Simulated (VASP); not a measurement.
A run of VASP 6.6.1 is set up as follows.

INCAR

```
SYSTEM = AlN
  PREC = Accurate
  ENCUT = 600
  EDIFF = 1E-6
  ISMEAR = -1
  SIGMA = 0.02
  LREAL = .FALSE.
  LASPH = .TRUE.
  NELM = 120
  ALGO = Normal
  ISIF = 2
  LWAVE = .FALSE.
  LCHARG = .FALSE.
  GGA = CA
  NBANDS = 11
  GGA_COMPAT = .FALSE.
```

KPOINTS

```
Automatic mesh
0
G
  8 8 8
  0 0 0
```

File POSCAR:

```
AlN
1.0
    0.0000000000      1.9033666667      2.1071343639
    1.9033666667      0.0000000000      2.1071343639
    1.9033666667      1.9033666667      0.0000000000
Al N
1 1
Direct
    0.0000000000      0.0000000000      0.0000000000
    0.5000000000      0.5000000000      0.5000000000
```

Potentials or basis: VASP PAW LDA potentials, release 64 (Al, N).

The run is started by

```bash
$ cat potpaw_LDA.64/Al/POTCAR potpaw_LDA.64/N/POTCAR > POTCAR
$ mpirun -np 1 vasp_std > vasp.out
```

(1) Estimate the pressure.

(2) Predict the band gap on the k mesh.

Results:

(1) 23.7 GPa.

(2) 4.48 eV, indirect (least direct gap 6.33 eV).
